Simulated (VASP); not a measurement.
A run of VASP 6.6.1 is set up as follows.

File INCAR:

```
SYSTEM = Mg2C3
ALGO = Normal ; EDIFF = 1E-7
ENCUT = 520 ; GGA = PS
ISIF = 2 ; ISMEAR = 0
LASPH = .TRUE. ; LCHARG = .FALSE.
LREAL = .FALSE. ; LWAVE = .FALSE.
NBANDS = 16 ; NELM = 100
PREC = Accurate ; SIGMA = 0.02
```

The input KPOINTS:

```
k-points
0
G
  8 8 6
  0 0 0
```

POSCAR

```
Mg2C3
1.0
    2.4207767426     -2.3527518765     -0.0037203737
    2.4207767426      2.3527518765     -0.0037203737
   -1.2372742735      0.0000000000      4.8722125904
Mg C
2 3
Direct
    0.8096552693      0.8096552693      0.1985210417
    0.1903447307      0.1903447307      0.8014789583
    0.3015101240      0.3015101240      0.2633444256
    0.6984898760      0.6984898760      0.7366555744
    0.5000000000      0.5000000000      0.5000000000
```

Potentials or basis: VASP PAW PBE potentials, release 64 (Mg, C).

Run with:

```sh
$ cat potpaw_PBE.64/Mg/POTCAR potpaw_PBE.64/C/POTCAR > POTCAR
$ mpirun -np 1 vasp_std > vasp.out
```

Question: Predict the band gap on the k mesh.

Answer: 1.66 eV (least direct gap 2.33 eV).

Question: What does it give for the largest force?

Answer: 0.070 eV/Å.

Question: Estimate the pressure.

Answer: -3.0 GPa.

Forces in eV/Å, atoms in the order of the input:
```
Mg   0.000  0.000 -0.009
Mg   0.000  0.000  0.009
C   -0.035  0.000 -0.061
C    0.035  0.000  0.061
C    0.000  0.000  0.000
```

Caveat: the cell stands under tension; the PAW data sets were made with another functional, which shifts forces and pressure a little. A k mesh can miss the band edges.
